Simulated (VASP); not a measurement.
Write the native input for VASP 6.6.1 that does the following.

```yaml
Task: single point
Functional: LDA
Potentials_or_basis: VASP PAW LDA potentials, release 64 (Pt)
Cutoff: 520 eV
k_mesh: 18 × 18 × 10
Occupations: gaussian, width 0.15 eV
Spin: no spin polarisation
Dipole_correction: no
Further_INCAR_settings: ALGO = Fast; EDIFF = 1e-07; NBANDS = 17
```

The structure of Pt lies in POSCAR:

```
Pt
1.0
    2.7081940711      0.0000000000      0.0000000000
   -1.3540970355      2.3453648639      0.0000000000
    0.0000000000      0.0000000000      4.6773974959
Pt
2
Direct
    0.6768356601      0.3536713203      0.7500000000
    0.3231643399      0.6463286797      0.2500000000
```

This cell differs from its parent crystal: atoms displaced along a vibrational mode.

One way to write it, as run:

INCAR

```
SYSTEM = Pt
ALGO = Fast
EDIFF = 1E-7
ENCUT = 520
ISIF = 2
ISMEAR = 0
LASPH = .True.
LCHARG = .False.
LREAL = .False.
LWAVE = .False.
NBANDS = 17
NELM = 80
PREC = Accurate
SIGMA = 0.15
```

KPOINTS

```
k-points
0
Gamma
  18 18 10
  0 0 0
```

Potentials or basis: VASP PAW LDA potentials, release 64 (Pt).

Launch:

```console
$ cat potpaw_LDA.64/Pt/POTCAR > POTCAR
$ mpirun -np 1 vasp_std > vasp.out
```

It gave:

| Quantity | Value |
| --- | --- |
| Pressure | 0.9 GPa |
| Largest force | 0.036 eV/Å |
| Band gap on the k mesh | zero (bands 10 and 11 overlap by 1.38 eV) |

Caveat: the cell differs from its parent crystal (atoms displaced along a vibrational mode); spin-orbit coupling is left out, which moves the levels of the heavy elements.

Wall time 100 s on 1 thread of Intel(R) Xeon(R) 6975P-C (Granite Rapids), with other jobs on the host, peak memory 0.32 GiB.
